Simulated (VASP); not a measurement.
# SiGe (P6_3mc) in VASP: a series of runs, part 2 of 2

VASP 6.6.1. The steps go on from the part before.

## Step 4: Relaxation of cell and atoms, LDA, target pressure 18 GPa, at which the enthalpy is minimised

This run uses another cell than the first one, of 19.33 Å³/atom, 1.085 times its volume.

The input, INCAR:

```
SYSTEM = SiGe
ALGO = Normal
EDIFF = 1E-7
EDIFFG = -0.001
ENCUT = 600
GGA = CA
IBRION = 2
ISIF = 3
ISMEAR = 0
LASPH = .True.
LCHARG = .False.
LREAL = .False.
LWAVE = .False.
NELM = 80
NSW = 80
PREC = Accurate
PSTRESS = 180.0
SIGMA = 0.01
```

The input, KPOINTS:

```
k-points
0
Gamma
  12 12 6
  0 0 0
```

The input, POSCAR:

```
SiGe
1.0
    3.7783651693      0.0000000000      0.0000000000
   -1.8891825846      3.2721602214      0.0000000000
    0.0000000000      0.0000000000      6.2532114744
Si Ge
2 2
Direct
    0.6666666667      0.3333333333      0.8742072789
    0.3333333333      0.6666666667      0.3742072789
    0.6666666667      0.3333333333      0.5007917211
    0.3333333333      0.6666666667      0.0007917211
```

Potentials or basis: VASP PAW LDA potentials, release 64 (Si, Ge_d).

Run with:

```
$ cat potpaw_LDA.64/Si/POTCAR potpaw_LDA.64/Ge_d/POTCAR > POTCAR
$ mpirun -np 1 vasp_std > vasp.out
```

OUTCAR:

```text
SYSTEM = SiGe
   EDIFF = 1E-7
   EDIFFG = -0.001
   ENCUT = 600
   GGA = CA
   IBRION = 2
   ISIF = 3
   ISMEAR = 0
   LASPH = .True.
   LREAL = .False.
   NELM = 80
   NSW = 80
   PREC = Accurate
   PSTRESS = 180.0

 ion  position               nearest neighbor table
   1  0.667  0.333  0.874-   4 2.32   4 2.32   4 2.32   3 2.34
   2  0.333  0.667  0.374-   3 2.32   3 2.32   3 2.32   4 2.34
   3  0.667  0.333  0.501-   2 2.32   2 2.32   2 2.32   1 2.34
   4  0.333  0.667  0.001-   1 2.32   1 2.32   1 2.32   2 2.34

  LATTYP: Found a hexagonal cell.
 ALAT       =     3.7783651693
 C/A-ratio  =     1.6550045309

  Lattice vectors:

 A1 = (   3.7783651693,   0.0000000000,   0.0000000000)
[... 384 lines left out ...]
--------------------------------------- Ionic step       13  -------------------------------------------

 number of electron      35.9999989 magnetization

 Free energy of the ion-electron system (eV)
  ---------------------------------------------------
  ext. energy  EPLUGINS =         0.00000000
  ---------------------------------------------------
  free energy    TOTEN  =       -21.64457639 eV

  energy without entropy =      -21.64457410  energy(sigma->0) =      -21.64457525

 E-fermi :   7.4867     XC(G=0): -10.7541

 val. band max:        7.4710548466   @ k =   0.0000   0.0000   0.0000
 cond. band min:       7.5035224345   @ k =   0.5000   0.0000   0.0000
 fundamental gap:      0.0324675879
 Fermi energy:         7.4867451573

 k-point     1 :       0.0000    0.0000    0.0000
  band No.  band energies     occupation
      1     -17.5171      2.00000
      2     -17.5170      2.00000
      3     -17.5111      2.00000
      4     -17.5111      2.00000
      5     -17.5061      2.00000
      6     -17.5061      2.00000
[... 589 lines left out ...]
     21      10.0300      0.00000
     22      11.1585      0.00000

 [... further k-points ...]
[... 5 lines left out ...]
  --------------------------------------------------------------------------------------
  -------------------------------------------------------------------------------------
  Total        8.0178974      8.0178974      8.0173979      0.0000000     -0.0000000      0.0000000
  in kB      180.0502841    180.0502841    180.0390688      0.0000000     -0.0000000      0.0000000
  external PRESSURE =       0.0465457 kB  Pullay stress =     180.0000000 kB
[... 23 lines left out ...]
  energy  without entropy=      -21.6445741039  energy(sigma->0) =      -21.64457525

  enthalpy is  TOTEN    =       -13.6289182501 eV   P V=        8.0156581414

 reached required accuracy - stopping structural energy minimisation
```

OSZICAR:

```text
N       E                     dE             d eps       ncg     rms          rms(c)
DAV:   1     0.285783132896E+03    0.28578E+03   -0.19900E+04  3740   0.393E+03
DAV:   2     0.217221721311E+02   -0.26406E+03   -0.25861E+03  3398   0.755E+02
[... 101 lines left out ...]
  12 F= -.13628916E+02 E0= -.13628914E+02  d E =0.121397E-05
       N       E                     dE             d eps       ncg     rms          rms(c)
DAV:   1    -0.216445766434E+02    0.35323E-03   -0.32621E-04  3974   0.155E-01    0.625E-03
DAV:   2    -0.216445767351E+02   -0.91781E-07   -0.89741E-06  4310   0.381E-02    0.353E-03
DAV:   3    -0.216445763963E+02    0.33883E-06   -0.75447E-07  4248   0.143E-02    0.832E-04
DAV:   4    -0.216445763914E+02    0.48958E-08   -0.15485E-07  1962   0.484E-03
  13 F= -.13628918E+02 E0= -.13628917E+02  d E =-.138622E-05
```

Run time: 14 min. Hardware: 1 thread of Intel Xeon Platinum 8259CL at 2.50GHz (Skylake/Cascade Lake), shared host; peak memory 0.27 GiB.

What came out:

```
Free energy                                            : -21.6446 eV
Relaxed volume                                         : 17.84 Å³/atom
Relaxed cell                                           : a = 3.675 Å, b = 3.675 Å, c = 6.099 Å, α = 90.00°, β = 90.00°, γ = 120.00°
Space group after relaxing (to 0.05 Å)                 : P6_3mc (No. 186)
Energy change on relaxing (the enthalpy is what falls) : +113.6 meV/atom
Ionic steps                                            : 13
Pressure after relaxing                                : 18.0 GPa
Band gap on the k mesh                                 : 0.03 eV, indirect (least direct gap 0.92 eV)
```

The path:
```tsv
step	energy change (eV)	largest force (eV/Å)	pressure (GPa)	volume (Å³)
1	0.0000	0.0011	7.12	77.31
2	1.8340	0.1375	40.44	63.54
3	0.4334	0.0437	17.61	71.54
4	0.4511	0.0452	17.99	71.38
5	0.4641	0.0462	18.23	71.26
6	0.4379	0.0073	17.69	71.50
7	0.4484	0.0144	17.90	71.40
8	0.4529	0.0076	17.94	71.36
9	0.4549	0.0044	18.03	71.34
10	0.4545	0.0052	17.99	71.35
11	0.4546	0.0048	18.01	71.35
12	0.4540	0.0064	17.96	71.35
13	0.4544	0.0004	18.00	71.35
```

Final structure:
```cif
data_structure
_symmetry_space_group_name_H-M 'P 1'
_symmetry_Int_Tables_number 1
_cell_length_a 3.6754
_cell_length_b 3.6754
_cell_length_c 6.0986
_cell_angle_alpha 90.000
_cell_angle_beta 90.000
_cell_angle_gamma 120.000
_cell_volume 71.35
loop_
_atom_site_label
_atom_site_type_symbol
_atom_site_fract_x
_atom_site_fract_y
_atom_site_fract_z
_atom_site_occupancy
Si1 Si 0.66667 0.33333 0.87375 1
Si2 Si 0.33333 0.66667 0.37375 1
Ge1 Ge 0.66667 0.33333 0.50125 1
Ge2 Ge 0.33333 0.66667 0.00125 1
```

Caveat: the cell is relaxed towards a set pressure, so the enthalpy falls and the energy may rise. A k mesh can miss the band edges.

## Step 5: Overview

| task | cell | cutoff (eV) | smearing | gap on the mesh (eV) | pressure (GPa) |
| --- | --- | --- | --- | --- | --- |
| single point | a = 3.674, b = 3.674, c = 6.096 Å, angles 90.0, 90.0, 120.0°, 4 atoms | 520 | gaussian 0.01 eV | 0.03 | 18.1 |
| single point | a = 3.870, b = 3.870, c = 6.395 Å, angles 90.0, 90.0, 120.0°, 4 atoms | 520 | gaussian 0.02 eV | 0.32 | 0.1 |
| relaxation of cell and atoms | relaxed to 18 GPa from a = 3.778, b = 3.778, c = 6.253 Å, angles 90.0, 90.0, 120.0°, 4 atoms | 600 | gaussian 0.01 eV | 0.03 | 18.0 |

Alike in all rows: level LDA; potentials or basis VASP PAW LDA potentials, release 64 (Si, Ge_d); no spin polarisation; k mesh 12 × 12 × 6.

Caveats: the cell is relaxed towards a set pressure, so the enthalpy falls and the energy may rise (some runs).

Total energies depend on the potentials used, so only differences within one code and one set of settings carry meaning.
